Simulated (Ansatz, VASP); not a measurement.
Two plane-wave programs on Sn3Cl5

```xyz
8
Lattice="6.3926 0.0000 0.0000 0.0000 6.3926 0.0000 0.0000 0.0000 6.3926" Properties=species:S:1:pos:R:3 pbc="T T T"
Sn    0.0000    3.1963    3.1963
Sn    3.1963    0.0000    3.1963
Sn    3.1963    3.1963    0.0000
Cl    3.1963    0.0000    0.0000
Cl    0.0000    3.1963    0.0000
Cl    0.0000    0.0000    3.1963
Cl    0.0000    0.0000    0.0000
Cl    3.1963    3.1963    3.1963
```

Alike in both runs: task single point; functional PBE; k mesh 4 × 4 × 4; occupations gaussian, width 0.1 eV; no spin polarisation.

```csv
,VASP,Ansatz
version,VASP 6.6.1,Ansatz 0.2.0
potentials or method,"VASP PAW PBE potentials, release 64 (Sn_d, Cl), cutoff 520 eV","scalar-relativistic, plane waves, PAW"
valence electrons in the cell,77,77
```

|  | VASP | Ansatz | Ansatz less VASP |
| --- | --- | --- | --- |
| gap on the k mesh at the Fermi level (eV) | none | none | - |
| pressure (GPa) | -3.2 | -3.2 | +0.05 |

A gap of «none» marks a metal or a gap that the smearing closes.
